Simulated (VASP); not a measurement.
Wanted: the native input for a VASP 6.6.1 run.

| Item | Value |
| --- | --- |
| Task | single point |
| Functional | PBE |
| Potentials or basis | VASP PAW PBE potentials, release 64 (Co) |
| Cutoff | 520 eV |
| k mesh | 19 × 19 × 10 |
| Occupations | fermi-dirac, width 0.05 eV |
| Spin | collinear spin, ferromagnetic start |
| Starting moments | [2.0, 2.0] μB |
| Dipole correction | no |
| Further INCAR settings | ALGO = Normal; EDIFF = 1e-06; NBANDS = 20 |

The structure of Co lies in POSCAR:

```
Co
1.0
    2.5190008694      0.0000000000      0.0000000000
   -1.2595004347      2.1815187451      0.0000000000
    0.0000000000      0.0000000000      4.0910000000
Co
2
Direct
    0.3333333333      0.6666666667      0.2500000000
    0.6666666667      0.3333333333      0.7500000000
```

These files were run (other wordings do the same):

INCAR

```
SYSTEM = Co
ALGO = Normal
EDIFF = 1E-6
ENCUT = 520
GGA = PE
ISIF = 2
ISMEAR = -1
ISPIN = 2
LASPH = .True.
LCHARG = .False.
LMAXMIX = 4
LORBIT = 11
LREAL = .False.
LWAVE = .False.
MAGMOM = 2 2
NBANDS = 20
NELM = 150
PREC = Accurate
SIGMA = 0.05
```

KPOINTS

```
k-points
0
Gamma
  19 19 10
  0 0 0
```

Potentials or basis: VASP PAW PBE potentials, release 64 (Co).

The run is started by

```console
$ cat potpaw_PBE.64/Co/POTCAR > POTCAR
$ mpirun -np 1 vasp_std > vasp.out
```

Results of the run:

```yaml
Pressure: -7.3 GPa
Net_moment: 3.27 μB per cell
Site_moments: Co +1.66 μB
Valence_electrons_inside_the_program's_atomic_spheres: Co 8.21
```

Caveat: the cell stands under tension.

Run time: 81 s on 1 thread of Intel(R) Xeon(R) 6975P-C (Granite Rapids), on a shared host, peak memory 0.25 GiB.
